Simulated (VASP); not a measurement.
A run of VASP 6.6.1:

The input INCAR:

```
PREC = Accurate
ENCUT = 520
EDIFF = 1E-6
ISMEAR = 0
SIGMA = 0.1
LREAL = False
LASPH = True
NELM = 80
ALGO = Fast
ISIF = 2
LWAVE = False
LCHARG = False
GGA = PS
NBANDS = 12
```

Contents of KPOINTS:

```
regular mesh
0
Gamma
  20 20 20
```

File POSCAR:

```
Ga
1.0
   -1.4223213420      1.4223213420      2.3218486655
    1.4223213420     -1.4223213420      2.3218486655
    1.4223213420      1.4223213420     -2.3218486655
Ga
1
Direct
    0.0000000000      0.0000000000      0.0000000000
```

Potentials or basis: VASP PAW PBE potentials, release 64 (Ga_d).

Launch:

```sh
$ cat potpaw_PBE.64/Ga_d/POTCAR > POTCAR
$ mpirun -np 1 vasp_std > vasp.out
```

Hardware: 1 thread of Intel(R) Xeon(R) Platinum 8488C (Sapphire Rapids), on a shared host.

Q: Estimate the wall time of this run.

A: Run time: 54 s on 1 thread of Intel(R) Xeon(R) Platinum 8488C (Sapphire Rapids) (shared host), peak memory 0.25 GiB. Counts: scf iterations 11, k points 641.
